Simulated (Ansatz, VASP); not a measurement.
**Au in VASP and in Ansatz**

The input INCAR:

```
SYSTEM = Au
PREC = Accurate ; ENCUT = 520
EDIFF = 1E-6 ; ISMEAR = -1
SIGMA = 0.03 ; LREAL = .FALSE.
LASPH = .TRUE. ; NELM = 100
ALGO = Normal ; ISIF = 2
LWAVE = .FALSE. ; LCHARG = .FALSE.
GGA = CA ; NBANDS = 18
```

Contents of KPOINTS:

```
Automatic mesh
0
G
  14 14 8
  0 0 0
```

File POSCAR:

```
Au
1.0
    2.8407981581      0.0000000000      0.0000000000
   -1.4203990791      2.4602033720      0.0000000000
    0.0000000000      0.0000000000      4.7803802105
Au
2
Direct
    0.3333333333      0.6666666667      0.7500000000
    0.6666666667      0.3333333333      0.2500000000
```

Input for Ansatz:

```yaml
crystal:
  lattice:
    - [2.8407981581, 0.0, 0.0]
    - [-1.4203990791, 2.460203372, 0.0]
    - [0.0, 0.0, 4.7803802105]
  atoms:
    - { symbol: Au, position: [0.3333333333, 0.6666666667, 0.75] }
    - { symbol: Au, position: [0.6666666667, 0.3333333333, 0.25] }
kpoints:
  mp_grid: { grid: [14, 14, 8] }
  band_path:
    path:
      - [0.0, 0.0, 0.0]
      - [0.5, 0.0, 0.0]
      - [0.3333333333, 0.3333333333, 0.0]
      - [0.0, 0.0, 0.0]
      - [0.0, 0.0, 0.5]
      - [0.5, 0.0, 0.5]
      - [0.3333333333, 0.3333333333, 0.5]
      - [0.0, 0.0, 0.5]
      - [0.5, 0.0, 0.5]
    npoints: 5
scf:
  occupations: { method: fermi_dirac, width: 0.03 }
hamiltonian:
  xc: lda
  pseudopotentials: { kind: all_electron, lapw: { basis_error: 0.00025 } }
output:
  forces: true
  stress: true
  eigenvalues: true
```

Change from the starting cell: volume scaled by 0.94.

Alike in both runs: task single point; functional LDA; k mesh 14 × 14 × 8; occupations fermi-dirac, width 0.03 eV; no spin polarisation.

```csv
,VASP,Ansatz
version,VASP 6.6.1,Ansatz 0.2.0
potentials or method,"VASP PAW LDA potentials, release 64 (Au), cutoff 520 eV","all-electron LAPW, scalar-relativistic"
```

|  | VASP | Ansatz | Ansatz less VASP |
| --- | --- | --- | --- |
| pressure (GPa) | -0.8 | -1.3 | -0.48 |
| traceless stress, the component that is largest in VASP (GPa) | -0.61 | -0.47 | +0.140 |

LDA's correlation is that of Perdew and Zunger in VASP and of Perdew and Wang (1992) in Ansatz. Ansatz ran all-electron here, and VASP with PAW potentials.

Spin-orbit coupling is off throughout.
